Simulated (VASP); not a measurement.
Re, 2 atoms in the cell. It takes space group Fd-3m (No. 227, cubic). The conventional cell has a = 4.331 Å, b = 4.331 Å, c = 4.331 Å, α = 90.00°, β = 90.00°, γ = 90.00°. Re (site symmetry -43m) has 4 Re at 1.88 Å within 2.5 Å.  This cell differs from its parent crystal: volume scaled by 0.45.

```yaml
Program: VASP 6.6.1
Task: single point
Functional: PBE
Potentials_or_basis: VASP PAW PBE potentials, release 64 (Re)
Cutoff: 520 eV
k_mesh: 12 × 12 × 12
Occupations: fermi-dirac, width 0.1 eV
Spin: no spin polarisation
Dipole_correction: no
Further_INCAR_settings: ALGO = Normal; EDIFF = 1e-06; NBANDS = 14
```

Potentials or basis: VASP PAW PBE potentials, release 64 (Re).

The run is started by

```sh
$ cat potpaw_PBE.64/Re/POTCAR > POTCAR
$ mpirun -np 1 vasp_std > vasp.out
```

Hardware: 1 thread of Intel(R) Xeon(R) Platinum 8375C CPU @ 2.90GHz (Ice Lake), on a shared host.

Estimate the wall time of this run.

It took 11 s on 1 thread of Intel(R) Xeon(R) Platinum 8375C CPU @ 2.90GHz (Ice Lake), with other jobs on the host, peak memory 0.15 GiB. Counts: scf iterations 12, k points 72.
